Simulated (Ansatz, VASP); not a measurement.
**Ti in VASP and in Ansatz**

INCAR

```
SYSTEM = Ti
ALGO = Fast ; EDIFF = 1E-7
ENCUT = 520 ; GGA = PS
ISIF = 2 ; ISMEAR = 0
LASPH = .True. ; LCHARG = .True.
LELF = .True. ; LREAL = .False.
LVHAR = .True. ; LWAVE = .False.
NBANDS = 12 ; NELM = 80
PREC = Accurate ; SIGMA = 0.15
```

KPOINTS

```
k-points
0
Gamma
  22 22 22
  0 0 0
```

POSCAR

```
Ti
1.0
   -1.4296122797      1.4296122797      2.2384869075
    1.4296122797     -1.4296122797      2.2384869075
    1.4296122797      1.4296122797     -2.2384869075
Ti
1
Direct
    0.0000000000      0.0000000000      0.0000000000
```

Input for Ansatz:

```yaml
crystal:
  lattice:
    - [-1.4296122797, 1.4296122797, 2.2384869075]
    - [1.4296122797, -1.4296122797, 2.2384869075]
    - [1.4296122797, 1.4296122797, -2.2384869075]
  atoms:
    - { symbol: Ti, position: [0.0, 0.0, 0.0] }
basis:
  ecutwfc: 520.0
kpoints:
  mp_grid: { grid: [22, 22, 22] }
hamiltonian:
  xc: pbesol
  pseudopotentials: { kind: paw, azcp: { folder: soft_1 } }
scf:
  occupations: { method: gaussian, width: 0.15 }
output:
  forces: true
  stress: true
  eigenvalues: true
```

Alike in both runs: task single point; functional PBEsol; k mesh 22 × 22 × 22; occupations gaussian, width 0.15 eV; no spin polarisation.

|  | VASP | Ansatz |
| --- | --- | --- |
| version | VASP 6.6.1 | Ansatz 0.2.0 |
| potentials or method | VASP PAW PBE potentials, release 64 (Ti_sv), cutoff 520 eV | scalar-relativistic, plane waves, PAW |
| valence electrons in the cell | 12 | 12 |

```tsv
	VASP	Ansatz	Ansatz less VASP
gap on the k mesh at the Fermi level (eV)	none	none	-
pressure (GPa)	-9.2	-9.1	+0.10
traceless stress, the component that is largest in VASP (GPa)	-2.08	-2.08	0.000
```

VASP's potentials were made for PBE, not for PBEsol, and Ansatz warns of the same on its side. A gap of «none» marks a metal or a gap that the smearing closes. With one functional, cell and mesh, what is left measures potentials, basis and numerics.
